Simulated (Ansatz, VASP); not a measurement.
One calculation of ZnS, two programs

```xyz
2
Lattice="0.0000 2.7020 2.7020 2.7020 0.0000 2.7020 2.7020 2.7020 0.0000" Properties=species:S:1:pos:R:3 pbc="T T T"
Zn    4.0530    4.0530    4.0530
S     0.0000    0.0000    0.0000
```

Alike in both runs: task single point; functional PBE-based screened hybrid; k mesh 5 × 5 × 5; occupations fermi-dirac, width 0.05 eV; no spin polarisation.

|  | VASP | Ansatz |
| --- | --- | --- |
| version | VASP 6.6.1 | Ansatz 0.2.0 |
| potentials or method | VASP PAW PBE potentials, release 64 (Zn, S) | Ansatz PAW |
| plane-wave cutoff (eV) | 520 | 420 |
| valence electrons in the cell | 18 | 18 |

|  | VASP | Ansatz | Ansatz less VASP |
| --- | --- | --- | --- |
| gap on the k mesh at the Fermi level (eV) | 3.66 | 3.66 | +0.001 |
| least direct gap on the mesh (eV) | 3.66 | 3.66 | +0.001 |
| pressure (GPa) | 0.8 | 0.8 | +0.07 |

VASP's potentials were made for PBE, not for PBE-based screened hybrid. The functional is the same, so the differences come from potentials, cutoffs and numerics.

Noted on Ansatz's run: odd divisions of the mesh miss points on the zone boundary, where band edges often lie, so the gap on the mesh can be too wide.
